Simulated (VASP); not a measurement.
# AlN (P6_3mc) in VASP: further runs, part 2 of 2

VASP 6.6.1. The steps go on from the part before.

### 5 Single point, PBE (volume scaled by 0.98, then relaxed in part)

Contents of INCAR:

```
SYSTEM = AlN
ALGO = Normal
EDIFF = 1E-6
ENCUT = 520
GGA = PE
ISIF = 2
ISMEAR = -1
LASPH = .True.
LCHARG = .False.
LREAL = .False.
LWAVE = .False.
NBANDS = 16
NELM = 60
PREC = Accurate
SIGMA = 0.02
```

Contents of KPOINTS:

```
k-points
0
Gamma
  11 11 6
  0 0 0
```

Contents of POSCAR:

```
AlN
1.0
    3.0891268879      0.0000000000      0.0000000000
   -1.5445634439      2.6752623604      0.0000000000
    0.0000000000      0.0000000000      4.9465761741
Al N
2 2
Direct
    0.6666666667      0.3333333333      0.0000000000
    0.3333333333      0.6666666667      0.5000000000
    0.6666666667      0.3333333333      0.3820000000
    0.3333333333      0.6666666667      0.8820000000
```

Potentials or basis: VASP PAW PBE potentials, release 64 (Al, N).

The run is started by

```console
$ cat potpaw_PBE.64/Al/POTCAR potpaw_PBE.64/N/POTCAR > POTCAR
$ mpirun -np 1 vasp_std > vasp.out
```

OUTCAR:

```text
SYSTEM = AlN
   EDIFF = 1E-6
   ENCUT = 520
   GGA = PE
   ISIF = 2
   ISMEAR = -1
   LASPH = .True.
   LREAL = .False.
   NELM = 60
   PREC = Accurate

 ion  position               nearest neighbor table
   1  0.667  0.333  0.000-   4 1.88   4 1.88   4 1.88   3 1.89   2 3.05   2 3.05   2 3.05   2 3.05
                             2 3.05   2 3.05
   2  0.333  0.667  0.500-   3 1.88   3 1.88   3 1.88   4 1.89   1 3.05   1 3.05   1 3.05   1 3.05
                             1 3.05   1 3.05
   3  0.667  0.333  0.382-   2 1.88   2 1.88   2 1.88   1 1.89
   4  0.333  0.667  0.882-   1 1.88   1 1.88   1 1.88   2 1.89

  LATTYP: Found a hexagonal cell.
 ALAT       =     3.0891268879
 C/A-ratio  =     1.6012861736

  Lattice vectors:

 A1 = (   3.0891268879,   0.0000000000,   0.0000000000)
 A2 = (  -1.5445634439,   2.6752623604,   0.0000000000)
 A3 = (   0.0000000000,   0.0000000000,   4.9465761741)

Analysis of symmetry for initial positions (statically):
=====================================================================
 Subroutine PRICEL returns:
 Original cell was already a primitive cell.

 Routine SETGRP: Setting up the symmetry group for a
 hexagonal supercell.

[... 170 lines left out ...]
  energy without entropy =      -29.73865426  energy(sigma->0) =      -29.73865426

 E-fermi :   6.7784     XC(G=0): -11.0044

 val. band max:        6.3677502627   @ k =   0.0000   0.0000   0.0000
 cond. band min:      10.7614697103   @ k =   0.0000   0.0000   0.0000
 fundamental gap:      4.3937194476
 Fermi energy:         6.7783980043

 k-point     1 :       0.0000    0.0000    0.0000
  band No.  band energies     occupation
      1      -8.9563      2.00000
      2      -6.7428      2.00000
      3       0.2730      2.00000
      4       5.4854      2.00000
      5       5.4854      2.00000
      6       6.1405      2.00000
[... 433 lines left out ...]
      3       1.3281      2.00000
      4       3.2995      2.00000
      5       3.7057      2.00000
      6       4.8307      2.00000
[... 8 lines left out ...]
     15      19.0039      0.00000
     16      20.0488      0.00000

 [... further k-points ...]
[... 5 lines left out ...]
  --------------------------------------------------------------------------------------
  -------------------------------------------------------------------------------------
  Total        2.1468174      2.1468174      2.0474447      0.0000000      0.0000000      0.0000000
  in kB       84.1392920     84.1392920     80.2446202      0.0000000      0.0000000      0.0000000
  external PRESSURE =      82.8410681 kB  Pullay stress =       0.0000000 kB

 VOLUME and BASIS-vectors are now :
 -----------------------------------------------------------------------------
  energy-cutoff  :      520.00
  volume of cell :       40.88
      direct lattice vectors                 reciprocal lattice vectors
     3.089126888  0.000000000  0.000000000     0.323716065  0.186897557  0.000000000
    -1.544563444  2.675262360  0.000000000     0.000000000  0.373795114  0.000000000
     0.000000000  0.000000000  4.946576174     0.000000000  0.000000000  0.202160032

 POSITION                                       TOTAL-FORCE (eV/Angst)
 -----------------------------------------------------------------------------------
      1.54456      0.89175      0.00000         0.000000      0.000000      0.000614
     -0.00000      1.78351      2.47329         0.000000      0.000000      0.000614
      1.54456      0.89175      1.88959         0.000000     -0.000000     -0.000614
     -0.00000      1.78351      4.36288        -0.000000      0.000000     -0.000614
 -----------------------------------------------------------------------------------
    total drift:                                0.000000      0.000000     -0.000793

  FREE ENERGIE OF THE ION-ELECTRON SYSTEM (eV)
  ---------------------------------------------------
  free  energy   TOTEN  =       -29.7386542596 eV

  energy  without entropy=      -29.7386542596  energy(sigma->0) =      -29.73865426
```

OSZICAR:

```text
N       E                     dE             d eps       ncg     rms          rms(c)
DAV:   1     0.390098216897E+02    0.39010E+02   -0.73710E+03  2048   0.899E+02
DAV:   2    -0.313116421256E+02   -0.70321E+02   -0.64399E+02  2904   0.185E+02
DAV:   3    -0.345519496096E+02   -0.32403E+01   -0.32328E+01  2512   0.412E+01
DAV:   4    -0.345710751351E+02   -0.19126E-01   -0.19124E-01  2632   0.356E+00
DAV:   5    -0.345713300571E+02   -0.25492E-03   -0.25492E-03  2512   0.415E-01    0.123E+01
DAV:   6    -0.297306403549E+02    0.48407E+01   -0.10655E+01  2440   0.238E+01    0.422E+00
DAV:   7    -0.297504645421E+02   -0.19824E-01   -0.70491E-01  2200   0.591E+00    0.299E+00
DAV:   8    -0.297429663408E+02    0.74982E-02   -0.58609E-02  2304   0.222E+00    0.565E-01
DAV:   9    -0.297381201929E+02    0.48461E-02   -0.12038E-02  2720   0.811E-01    0.241E-01
DAV:  10    -0.297387306082E+02   -0.61042E-03   -0.22140E-03  2264   0.295E-01    0.129E-01
DAV:  11    -0.297386514629E+02    0.79145E-04   -0.17474E-04  2328   0.102E-01    0.316E-02
DAV:  12    -0.297386544606E+02   -0.29977E-05   -0.11290E-05  2320   0.268E-02    0.739E-03
DAV:  13    -0.297386542596E+02    0.20100E-06   -0.40322E-06  2344   0.156E-02
   1 F= -.29738654E+02 E0= -.29738654E+02  d E =-.238012E-11
```

stdout:

```text
POSCAR found type information on POSCAR AlN
 POSCAR found :  2 types and       4 ions
 scaLAPACK will be used
 LDA part: xc-table for (Slater+PW92), standard interpolation
 POSCAR, INCAR and KPOINTS ok, starting setup
 FFT: planning ... GRIDC
 FFT: planning ... GRID_SOFT
 FFT: planning ... GRID
 WAVECAR not read
 entering main loop
```

It took 21 s on 1 thread of Intel Xeon Platinum 8488C (Sapphire Rapids), shared host; peak memory 0.17 GiB.

What came out:

- Free energy: -29.7387 eV
- Pressure: 8.3 GPa
- Band gap on the k mesh: 4.39 eV, direct

Levels at points of the mesh, in eV from the valence-band top:
| k point | band 6 | band 7 | band 8 | band 9 | band 10 | band 11 |
| --- | --- | --- | --- | --- | --- | --- |
| (0.00, 0.00, 0.00) | -0.23 | -0.23 | 0.00 | 4.39 | 6.84 | 10.79 |
| (0.00, 0.00, 0.50) | -0.56 | -0.56 | -0.56 | 6.65 | 6.65 | 10.50 |

### 6 The runs side by side

```tsv
cell	gap on the mesh (eV)	pressure (GPa)	largest force (eV/Å)
a = 3.047, b = 3.047, c = 4.878 Å, angles 90.0, 90.0, 120.0°, 4 atoms	4.77	18.5	0.02
a = 3.068, b = 3.068, c = 4.913 Å, angles 90.0, 90.0, 120.0°, 4 atoms	4.58	13.1	0.01
a = 3.110, b = 3.110, c = 4.831 Å, angles 90.0, 90.0, 120.0°, 4 atoms	4.30	10.1	-
a = 3.089, b = 3.089, c = 4.947 Å, angles 90.0, 90.0, 120.0°, 4 atoms	4.39	8.3	-
```

Alike in all rows: task single point; level PBE; potentials or basis VASP PAW PBE potentials, release 64 (Al, N); no spin polarisation; k mesh 11 × 11 × 6; cutoff (eV) 520; smearing fermi-dirac 0.02 eV.

Absolute energies hang on the potentials; compare differences alone.
